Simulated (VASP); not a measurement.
Runs of VASP 6.6.1 on Na. The structure is that of space group P6_3/mmc (No. 194), or close to it. The cells are those of the table. 

| cell | gap on the mesh (eV) | pressure (GPa) |
| --- | --- | --- |
| a = 3.670, b = 3.670, c = 5.993 Å, angles 90.0, 90.0, 120.0°, 2 atoms | none | 0.4 |
| a = 3.565, b = 3.565, c = 5.821 Å, angles 90.0, 90.0, 120.0°, 2 atoms | none | (a) |
| a = 3.618, b = 3.618, c = 5.908 Å, angles 90.0, 90.0, 120.0°, 2 atoms | none | 0.8 |
| a = 3.817, b = 3.817, c = 6.233 Å, angles 90.0, 90.0, 120.0°, 2 atoms | none | -0.5 |
| a = 3.863, b = 3.863, c = 6.309 Å, angles 90.0, 90.0, 120.0°, 2 atoms | none | (b) |

Alike in all rows: task single point; level PBEsol; potentials or basis VASP PAW PBE potentials, release 64 (Na_pv); no spin polarisation; k mesh 11 × 11 × 6; cutoff (eV) 520; smearing fermi-dirac 0.1 eV.

Task: Estimate the missing entries.

Result: (a) 1.3; (b) -0.7.

Caveats: the PAW data sets were made with another functional, which shifts forces and pressure a little.

A gap of «none» marks levels without a gap at the run's occupations.
